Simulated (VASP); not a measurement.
A run of VASP 6.6.1 is set up as follows.

File INCAR:

```
SYSTEM = BiS
PREC = Accurate
ENCUT = 520
EDIFF = 1E-6
ISMEAR = -1
SIGMA = 0.05
LREAL = .FALSE.
LASPH = .TRUE.
NELM = 150
ALGO = Normal
ISIF = 2
LWAVE = .FALSE.
LCHARG = .FALSE.
MAGMOM = 0 0 0 0 0 0
LORBIT = 11
LSORBIT = .TRUE.
GGA_COMPAT = .FALSE.
LORBMOM = .TRUE.
GGA = PS
NBANDS = 33
```

The input KPOINTS:

```
Automatic mesh
0
G
  5 5 5
  0 0 0
```

POSCAR

```
BiS
1.0
    4.0029443400      0.0000000000      0.0000000000
    0.0000000000      4.0029443400      0.0000000000
    0.0000000000      0.0000000000      4.0029443400
Bi S
1 1
Direct
    0.5000000000      0.5000000000      0.5000000000
    0.0000000000      0.0000000000      0.0000000000
```

Potentials or basis: VASP PAW PBE potentials, release 64 (Bi_d, S).

Command:

```console
$ cat potpaw_PBE.64/Bi_d/POTCAR potpaw_PBE.64/S/POTCAR > POTCAR
$ mpirun -np 1 vasp_ncl > vasp.out
```

(1) What does it give for the pressure?

(2) What does it give for the net moment?

Answers

(1) -11.4 GPa.

(2) 0.00 μB per cell.

Caveat: the PAW data sets were made with another functional, which shifts forces and pressure a little.
